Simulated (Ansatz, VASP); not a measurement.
## Pt: VASP beside Ansatz

File POSCAR:

```
Pt
1.0
    4.0065530061      0.0000000000      0.0000000001
    0.0000000000      4.0065530061      0.0000000000
   -2.0032765031      0.0000000000      1.9226189750
Pt
2
Direct
    0.0000000000      0.0000000000      0.0000000000
    0.5000000000      0.5000000000      0.0000000000
```

INCAR.step1

```
  PREC = Accurate
  ENCUT = 520
  ISMEAR = 0
  SIGMA = 0.1
  LREAL = F
  LASPH = T
  NELM = 100
  NBANDS = 17
  GGA = PE
  ALGO = Normal
  EDIFF = 1E-4
  LWAVE = T
  LCHARG = F
```

File INCAR.step2:

```
  PREC = Accurate
  ENCUT = 520
  EDIFF = 1E-6
  ISMEAR = 0
  SIGMA = 0.1
  LREAL = F
  LASPH = T
  NELM = 100
  ALGO = Normal
  ISIF = 2
  LWAVE = F
  LCHARG = T
  METAGGA = R2SCAN
  LMIXTAU = T
  LELF = T
  LVHAR = T
  NBANDS = 17
  ISTART = 1
```

File KPOINTS:

```
Automatic mesh
0
Gamma
  9 9 18
```

Input for Ansatz:

```yaml
crystal:
  lattice:
    - [4.0065530061, 0.0, 1.0e-10]
    - [0.0, 4.0065530061, 0.0]
    - [-2.0032765031, 0.0, 1.922618975]
  atoms:
    - { symbol: Pt, position: [0.0, 0.0, 0.0] }
    - { symbol: Pt, position: [0.5, 0.5, 0.0] }
basis:
  ecutwfc: 500
kpoints:
  mp_grid: { grid: [9, 9, 18] }
hamiltonian:
  xc: r2scan
scf:
  occupations: { method: gaussian, width: 0.1 }
output:
  forces: true
  stress: true
  eigenvalues: true
  write_density: true
  write_potential: true
  elf: true
  volumetric_format: npy
```

Change from the starting cell: band edges of the strained film's bulk.

Alike in both runs: task single point; functional r2SCAN; k mesh 9 × 9 × 18; occupations gaussian, width 0.1 eV; no spin polarisation.

|  | VASP | Ansatz |
| --- | --- | --- |
| version | VASP 6.6.1 | Ansatz 0.2.0 |
| potentials or method | VASP PAW PBE potentials, release 64 (Pt), cutoff 520 eV | scalar-relativistic, plane waves, PAW |
| valence electrons in the cell | 20 | 36 |

```tsv
	VASP	Ansatz	Ansatz less VASP
gap on the k mesh at the Fermi level (eV)	none	none	-
pressure (GPa)	-1.6	-2.3	-0.65
traceless stress, the component that is largest in VASP (GPa)	2.28	2.24	-0.039
```

VASP's potentials were made for PBE, not for r2SCAN. A gap of «none» marks a metal or a gap that the smearing closes. With one functional, cell and mesh, what is left measures potentials, basis and numerics. VASP's potentials hold 20 valence electrons a cell and Ansatz's 36, so a difference there can come from the potentials and not from the codes.

Neither program's run includes spin-orbit coupling.
